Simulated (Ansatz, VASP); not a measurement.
**AlNi in VASP and in Ansatz**

```
Al Ni
1.0
     2.89337    0.00000    0.00000
     0.00000    2.89337    0.00000
     0.00000    0.00000    2.89337
Al Ni
1 1
Direct
  0.00000 0.00000 0.00000
  0.50000 0.50000 0.50000
```

Alike in both runs: task single point; functional PBE; k mesh 12 × 12 × 12; occupations gaussian, width 0.05 eV; non-collinear spin, spin-orbit coupling.

|  | VASP | Ansatz |
| --- | --- | --- |
| version | VASP 6.6.1 | Ansatz 0.2.0 |
| potentials or method | VASP PAW PBE potentials, release 64 (Al, Ni), cutoff 520 eV | plane waves, PAW |
| valence electrons in the cell | 13 | 21 |

```csv
,VASP,Ansatz,Ansatz less VASP
pressure (GPa),0.0,0.0,-0.05
net moment per atom (μB),0.00,0.00,0.000
```

The functional is the same, so the differences come from potentials, cutoffs and numerics. VASP's potentials hold 13 valence electrons a cell and Ansatz's 21, so a difference there can come from the potentials and not from the codes. Ansatz's warnings: seeded moment not kept, stress scf threshold loose.
